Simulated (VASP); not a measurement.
# TaGe3W2 (P6_3/mcm) in VASP: notebook

The runs below take TaGe3W2 through single point, with PBE.

Program: VASP 6.6.1. These are calculated values, not measurements. Logs are shortened: lines on timing, memory, paths and dates and some standing lists are left out, and cuts for length are marked.

### Step 1. The cell of the first run

The structure is hexagonal, space group P6_3/mcm (No. 193). The conventional cell has a = 5.426 Å, b = 5.426 Å, c = 7.681 Å, α = 90.00°, β = 90.00°, γ = 120.00°. Within 3.5 Å of Ta (site symmetry -3m) lie 6 Ge at 2.66 Å and 6 W at 3.13 Å. Ge (site symmetry m2m) has 4 W at 2.63 Å and 2 Ta at 2.66 Å and 6 Ge at 3.10 to 3.19 Å within 3.5 Å. Within 3.5 Å of W (site symmetry 32) lie 6 Ge at 2.63 Å and 3 Ta at 3.13 Å and 3 W at 3.13 Å.

### Step 2. Single point, PBE

The input, INCAR:

```
SYSTEM = TaGe3W2
PREC = Accurate
ENCUT = 520
EDIFF = 1E-6
ISMEAR = 0
SIGMA = 0.1
LREAL = .FALSE.
LASPH = .TRUE.
NELM = 80
ALGO = Normal
ISIF = 2
LWAVE = .FALSE.
LCHARG = .FALSE.
GGA = PE
NBANDS = 93
```

The input, KPOINTS:

```
regular mesh
0
G
  6 6 4
  0 0 0
```

The input, POSCAR:

```
TaGe3W2
1.0
    5.4259113949      0.0000000000      0.0000000000
   -2.7129556974      4.6989771067      0.0000000000
    0.0000000000      0.0000000000      7.6810621062
Ta Ge W
2 6 4
Direct
    0.0000000000      0.0000000000      0.5000000000
    0.0000000000      0.0000000000      0.0000000000
    0.3396994948      0.0000000000      0.2500000000
    0.6603005052      0.0000000000      0.7500000000
    0.0000000000      0.3396994948      0.2500000000
    0.0000000000      0.6603005052      0.7500000000
    0.6603005052      0.6603005052      0.2500000000
    0.3396994948      0.3396994948      0.7500000000
    0.6666666667      0.3333333333      0.5000000000
    0.3333333333      0.6666666667      0.0000000000
    0.3333333333      0.6666666667      0.5000000000
    0.6666666667      0.3333333333      0.0000000000
```

Potentials or basis: VASP PAW PBE potentials, release 64 (Ta_pv, Ge_d, W_sv).

The run is started by

```bash
$ cat potpaw_PBE.64/Ta_pv/POTCAR potpaw_PBE.64/Ge_d/POTCAR potpaw_PBE.64/W_sv/POTCAR > POTCAR
$ mpirun -np 1 vasp_std > vasp.out
```

OUTCAR:

```text
SYSTEM = TaGe3W2
   PREC = Accurate
   ENCUT = 520
   EDIFF = 1E-6
   ISMEAR = 0
   LREAL = .FALSE.
   LASPH = .TRUE.
   NELM = 80
   ISIF = 2
   GGA = PE

 ion  position               nearest neighbor table
   1  0.000  0.000  0.500-   3 2.66   4 2.66   5 2.66   6 2.66   7 2.66   8 2.66   9 3.13  11 3.13
                             9 3.13  11 3.13   9 3.13  11 3.13
   2  0.000  0.000  0.000-   3 2.66   4 2.66   5 2.66   6 2.66   7 2.66   8 2.66  10 3.13  12 3.13
                            12 3.13  10 3.13  12 3.13  10 3.13
   3  0.340  0.000  0.250-  10 2.63  11 2.63   9 2.63  12 2.63   1 2.66   2 2.66
   4  0.660  0.000  0.750-   9 2.63  12 2.63  11 2.63  10 2.63   1 2.66   2 2.66
   5  0.000  0.340  0.250-   9 2.63  12 2.63  11 2.63  10 2.63   1 2.66   2 2.66
   6  0.000  0.660  0.750-  10 2.63  11 2.63   9 2.63  12 2.63   1 2.66   2 2.66
   7  0.660  0.660  0.250-  10 2.63  11 2.63   9 2.63  12 2.63   1 2.66   2 2.66
   8  0.340  0.340  0.750-   9 2.63  12 2.63  11 2.63  10 2.63   1 2.66   2 2.66
   9  0.667  0.333  0.500-   5 2.63   4 2.63   6 2.63   3 2.63   8 2.63   7 2.63   1 3.13  11 3.13
                            11 3.13   1 3.13   1 3.13  11 3.13
  10  0.333  0.667  0.000-   6 2.63   3 2.63   5 2.63   4 2.63   7 2.63   8 2.63   2 3.13  12 3.13
                            12 3.13   2 3.13   2 3.13  12 3.13
  11  0.333  0.667  0.500-   6 2.63   3 2.63   5 2.63   4 2.63   7 2.63   8 2.63   1 3.13   9 3.13
                             9 3.13   1 3.13   1 3.13   9 3.13
  12  0.667  0.333  0.000-   5 2.63   4 2.63   6 2.63   3 2.63   8 2.63   7 2.63   2 3.13  10 3.13
                            10 3.13   2 3.13   2 3.13  10 3.13

  LATTYP: Found a hexagonal cell.
 ALAT       =     5.4259113949
 C/A-ratio  =     1.4156261588

  Lattice vectors:

 A1 = (   5.4259113949,   0.0000000000,   0.0000000000)
 A2 = (  -2.7129556974,   4.6989771067,   0.0000000000)
 A3 = (   0.0000000000,   0.0000000000,   7.6810621062)

Analysis of symmetry for initial positions (statically):
=====================================================================
 Subroutine PRICEL returns:
 Original cell was already a primitive cell.

 Routine SETGRP: Setting up the symmetry group for a
 hexagonal supercell.

 Subroutine GETGRP returns: Found 24 space group operations
 (whereof 12 operations were pure point group operations)
 out of a pool of 24 trial point group operations.

The static configuration has the point symmetry D_3d.
 The point group associated with its full space group is D_6h.

Analysis of symmetry for dynamics (positions and initial velocities):
=====================================================================
 Subroutine PRICEL returns:
 Original cell was already a primitive cell.

 Routine SETGRP: Setting up the symmetry group for a
 hexagonal supercell.

 Subroutine GETGRP returns: Found 24 space group operations
 (whereof 12 operations were pure point group operations)
 out of a pool of 24 trial point group operations.

The dynamic configuration has the point symmetry D_3d.
 The point group associated with its full space group is D_6h.

 Subroutine INISYM returns: Found 24 space group operations
 (whereof 12 operations are pure point group operations),
 and found     1 'primitive' translations

----------------------------------------------------------------------------------------

                                     Primitive cell

  volume of cell :     195.8382

  direct lattice vectors                    reciprocal lattice vectors
     5.425911395  0.000000000  0.000000000     0.184300835  0.106406137  0.000000000
    -2.712955697  4.698977107  0.000000000     0.000000000  0.212812273  0.000000000
     0.000000000  0.000000000  7.681062106     0.000000000  0.000000000  0.130190329

  length of vectors
     5.425911395  5.425911395  7.681062106     0.212812273  0.212812273  0.130190329

  position of ions in fractional coordinates (direct lattice)
     0.000000000  0.000000000  0.500000000
     0.000000000  0.000000000  0.000000000
     0.339699495  0.000000000  0.250000000
     0.660300505  0.000000000  0.750000000
     0.000000000  0.339699495  0.250000000
     0.000000000  0.660300505  0.750000000
     0.660300505  0.660300505  0.250000000
     0.339699495  0.339699495  0.750000000
     0.666666667  0.333333333  0.500000000
[... 25 lines left out ...]
 generate k-points for:    6    6    4

 Generating k-lattice:

  Cartesian coordinates                     Fractional coordinates (reciprocal lattice)
     0.030716806  0.017734356  0.000000000     0.166666667 -0.000000000  0.000000000
     0.000000000  0.035468712  0.000000000     0.000000000  0.166666667  0.000000000
     0.000000000  0.000000000  0.032547582     0.000000000  0.000000000  0.250000000

  Length of vectors
     0.035468712  0.035468712  0.032547582

  Shift w.r.t. Gamma in fractional coordinates (k-lattice)
     0.000000000  0.000000000  0.000000000

 Subroutine IBZKPT returns following result:
 ===========================================

 Found     21 irreducible k-points:

 Following reciprocal coordinates:
            Coordinates               Weight
  0.000000  0.000000  0.000000      1.000000
  0.166667  0.000000  0.000000      6.000000
  0.333333  0.000000  0.000000      6.000000
  0.500000  0.000000  0.000000      3.000000
  0.166667  0.166667  0.000000      6.000000
  0.333333  0.166667  0.000000     12.000000
[... 13 lines left out ...]
  0.333333  0.166667  0.500000     12.000000
  0.333333  0.333333  0.500000      2.000000
   k-points           NKPTS =     21   k-points in BZ     NKDIM =     21   number of bands    NBANDS=     93
   number of dos      NEDOS =    301   number of ions     NIONS =     12
   total plane-waves  NPLWV =  96000
   dimension x,y,z NGX =    40 NGY =   40 NGZ =   60
   dimension x,y,z NGXF=    80 NGYF=   80 NGZF=  120
   ions per type =               2   6   4
   NGX,Y,Z   is equivalent  to a cutoff of  12.26, 12.26, 12.99 a.u.
   NGXF,Y,Z  is equivalent  to a cutoff of  24.51, 24.51, 25.97 a.u.
 SYSTEM =  TaGe3W2
   PREC   = accura    normal or accurate (medium, high low for compatibility)
   ISTART =      0    job   : 0-new  1-cont  2-samecut
   ICHARG =      2    charge: 1-file 2-atom 10-const
   ISPIN  =      1    spin polarized calculation?
   LNONCOLLINEAR =      F non collinear calculations
   LSORBIT =      F    spin-orbit coupling
   LASPH  =      T    aspherical Exc in radial PAW
   ENCUT  =  520.0 eV  38.22 Ry    6.18 a.u.  10.09 10.09 14.28*2*pi/ulx,y,z
   NELM   =     80;   NELMIN=  2; NELMDL= -5     # of ELM steps
   EDIFF  = 0.1E-05   stopping-criterion for ELM
   LREAL  =      F    real-space projection
   EDIFFG = 0.1E-04   stopping-criterion for IOM
   NSW    =      0    number of steps for IOM
   IBRION =     -1    ionic relax: 0-MD 1-quasi-New 2-CG
   NFREE  =      0    steps in history (QN), initial steepest desc. (CG)
   ISIF   =      2    stress and relaxation
   ISYM   =      2    0-nonsym 1-usesym 2-fastsym
   POTIM  = 0.5000    time-step for ionic-motion
   TEBEG  =    0.0;   TEEND  =   0.0 temperature during run
   PSTRESS=    0.0 pullay stress
   NELECT =     162.0000    total number of electrons
   NUPDOWN=      -1.0000    fix difference up-down
   EMIN   =  10.00;   EMAX   =-10.00  energy-range for DOS
   EFERMI =   0.00;   METHOD = LEGACY
   ISMEAR =     0;   SIGMA  =   0.10  broadening in eV -4-tet -1-fermi 0-gaus
   EFERMI_NEDOS =   21; number of points for ismear=-14 and -15
   IALGO  =     38    algorithm
   IMIX   =      4    mixing-type and parameters
     AMIX     =   0.40;   BMIX     =  1.00
     AMIX_MAG =   1.60;   BMIX_MAG =  1.00
  volume/ion in A,a.u.               =      16.32       110.13
  Fermi-wavevector in a.u.,A,eV,Ry     =   1.536788  2.904109 32.133131  2.361719
  Thomas-Fermi vector in A             =   2.643388
   LORBIT       =      0    0 simple, 1 ext, 2 COOP (PROOUT), +10 PAW based schemes
   GGA     = PE    functional components
   LHFCALC =     F    Hartree Fock is set to
   AEXX    =    0.0000 exact exchange contribution
   IVDW    =     0    specifies the selected vdW correction
   LEPSILON=     F    determine dielectric tensor
   LRPA    =     F    only Hartree local field effects (RPA)
 non-spin polarized calculation
 Gauss-broadening in eV      SIGMA  =   0.10
  energy-cutoff  :      520.00
  volume of cell :      195.84
 maximum number of plane-waves:      5328
   NGX = 21   NGY = 21   NGZ = 29

 number of electron     161.9999955 magnetization

 Free energy of the ion-electron system (eV)
  ---------------------------------------------------
  ext. energy  EPLUGINS =         0.00000000
  ---------------------------------------------------
  free energy    TOTEN  =      -101.10734847 eV

  energy without entropy =     -101.08071435  energy(sigma->0) =     -101.09403141

 E-fermi :   8.7977     XC(G=0): -12.6904

 val. band max:        8.7965177487   @ k =   0.3333   0.3333   0.2500
 cond. band min:       8.8431318326   @ k =   0.5000   0.0000   0.0000
 fundamental gap:      0.0466140839
 Fermi energy:         8.7977284484

 k-point     1 :       0.0000    0.0000    0.0000
  band No.  band energies     occupation
      1     -65.1864      2.00000
      2     -65.1860      2.00000
      3     -65.1714      2.00000
      4     -65.1709      2.00000
      5     -29.5368      2.00000
      6     -29.5000      2.00000
[... 2005 lines left out ...]
     92      11.1078      0.00000
     93      11.1144      0.00000

------------------------ aborting loop because EDIFF is reached ----------------------------------------

  FORCE on cell =-STRESS in cart. coord.  units (eV):
  Direction    XX          YY          ZZ          XY          YZ          ZX
  --------------------------------------------------------------------------------------
  -------------------------------------------------------------------------------------
  Total        0.2610853      0.2610853      0.3412411      0.0000000     -0.0000000     -0.0000000
  in kB        2.1359730      2.1359730      2.7917378      0.0000000     -0.0000000     -0.0000000
  external PRESSURE =       2.3545613 kB  Pullay stress =       0.0000000 kB

 VOLUME and BASIS-vectors are now :
 -----------------------------------------------------------------------------
  energy-cutoff  :      520.00
  volume of cell :      195.84
      direct lattice vectors                 reciprocal lattice vectors
     5.425911395  0.000000000  0.000000000     0.184300835  0.106406137  0.000000000
    -2.712955697  4.698977107  0.000000000     0.000000000  0.212812273  0.000000000
     0.000000000  0.000000000  7.681062106     0.000000000  0.000000000  0.130190329

 POSITION                                       TOTAL-FORCE (eV/Angst)
 -----------------------------------------------------------------------------------
      0.00000      0.00000      3.84053        -0.000000     -0.000000      0.000000
      0.00000      0.00000      0.00000        -0.000000     -0.000000      0.000000
      1.84318      0.00000      1.92027        -0.002293     -0.000000     -0.000000
      3.58273      0.00000      5.76080         0.002293     -0.000000      0.000000
     -0.92159      1.59624      1.92027         0.001146     -0.001985     -0.000000
     -1.79137      3.10274      5.76080        -0.001146      0.001985      0.000000
      1.79137      3.10274      1.92027         0.001146      0.001985      0.000000
      0.92159      1.59624      5.76080        -0.001146     -0.001985     -0.000000
      2.71296      1.56633      3.84053        -0.000000     -0.000000      0.000000
     -0.00000      3.13265      0.00000        -0.000000     -0.000000      0.000000
     -0.00000      3.13265      3.84053        -0.000000     -0.000000      0.000000
      2.71296      1.56633      0.00000        -0.000000     -0.000000      0.000000
 -----------------------------------------------------------------------------------
    total drift:                                0.000000     -0.000000      0.000000

  FREE ENERGIE OF THE ION-ELECTRON SYSTEM (eV)
  ---------------------------------------------------
  free  energy   TOTEN  =      -101.1073484730 eV

  energy  without entropy=     -101.0807143475  energy(sigma->0) =     -101.09403141
```

It took 5.5 min on 1 thread of Intel Xeon Platinum 8488C (Sapphire Rapids), shared host; peak memory 0.48 GiB.

What came out:

```
Free energy            : -101.1073 eV
Pressure               : 0.2 GPa
Band gap on the k mesh : zero (bands 81 and 82 overlap by 1.17 eV)
```

Forces in eV/Å, atoms in the order of the input:
```
Ta   0.000  0.000  0.000
Ta   0.000  0.000  0.000
Ge  -0.002  0.000  0.000
Ge   0.002  0.000  0.000
Ge   0.001 -0.002  0.000
Ge  -0.001  0.002  0.000
Ge   0.001  0.002  0.000
Ge  -0.001 -0.002  0.000
W    0.000  0.000  0.000
W    0.000  0.000  0.000
W    0.000  0.000  0.000
W    0.000  0.000  0.000
```

Levels at points of the mesh, in eV from the Fermi level:
```tsv
k point	band 80	band 81	band 82	band 83	band 84	band 85
(0.00, 0.00, 0.00)	-0.45	-0.31	-0.31	0.69	0.76	0.76
(0.50, 0.00, 0.00)	-0.20	0.05	0.05	0.35	0.38	0.81
(0.00, 0.00, 0.50)	-0.71	-0.71	-0.71	1.11	1.11	1.11
(0.50, 0.00, 0.50)	-0.72	-0.50	-0.50	0.83	0.83	1.23
```

Caveat: spin-orbit coupling is left out, which moves the levels of the heavy elements.

### Step 3. Single point, PBE (16.81 Å³/atom)

This run uses another cell than the first one, of 16.81 Å³/atom.

The input, INCAR:

```
  ALGO = Normal
  EDIFF = 1E-6
  ENCUT = 520
  GGA = PE
  ISIF = 2
  ISMEAR = 0
  LASPH = T
  LCHARG = F
  LREAL = F
  LWAVE = F
  NBANDS = 93
  NELM = 80
  PREC = Accurate
  SIGMA = 0.1
```

The input, KPOINTS:

```
k-points
0
Gamma
  6 6 4
```

The input, POSCAR:

```
TaGe3W2
1.0
    5.5512425505      0.0000000000      0.0000000000
   -2.7756212753      4.8075170713      0.0000000000
    0.0000000000      0.0000000000      7.5582889281
Ta Ge W
2 6 4
Direct
    0.0000000000      0.0000000000      0.5000000000
    0.0000000000      0.0000000000      0.0000000000
    0.3388786066      0.0000000000      0.2500000000
    0.6611213934      0.0000000000      0.7500000000
    0.0000000000      0.3388786066      0.2500000000
    0.0000000000      0.6611213934      0.7500000000
    0.6611213934      0.6611213934      0.2500000000
    0.3388786066      0.3388786066      0.7500000000
    0.6666666667      0.3333333333      0.5000000000
    0.3333333333      0.6666666667      0.0000000000
    0.3333333333      0.6666666667      0.5000000000
    0.6666666667      0.3333333333      0.0000000000
```

Potentials or basis: VASP PAW PBE potentials, release 64 (Ta_pv, Ge_d, W_sv).

The run is started by

```bash
$ cat potpaw_PBE.64/Ta_pv/POTCAR potpaw_PBE.64/Ge_d/POTCAR potpaw_PBE.64/W_sv/POTCAR > POTCAR
$ mpirun -np 1 vasp_std > vasp.out
```

It took 5.9 min on 1 thread of Intel Xeon Platinum 8488C (Sapphire Rapids), shared host; peak memory 0.49 GiB.

Results (log left out):

| Property | Result |
| --- | --- |
| Free energy | -101.0325 eV |
| Pressure | -4.0 GPa |
| Band gap on the k mesh | zero (bands 81 and 82 overlap by 1.14 eV) |

Levels at points of the mesh, in eV from the Fermi level:
| k point | band 79 | band 80 | band 81 | band 82 | band 83 | band 84 |
| --- | --- | --- | --- | --- | --- | --- |
| (0.00, 0.00, 0.00) | -0.78 | -0.29 | -0.29 | 0.00 | 0.59 | 0.59 |
| (0.50, 0.00, 0.00) | -0.94 | -0.32 | -0.06 | 0.28 | 0.46 | 0.65 |
| (0.00, 0.00, 0.50) | -0.76 | -0.76 | -0.43 | -0.43 | 0.97 | 0.97 |
| (0.50, 0.00, 0.50) | -0.70 | -0.70 | -0.48 | -0.48 | 0.75 | 0.75 |

Caveat: the cell stands under tension; spin-orbit coupling is left out, which moves the levels of the heavy elements.
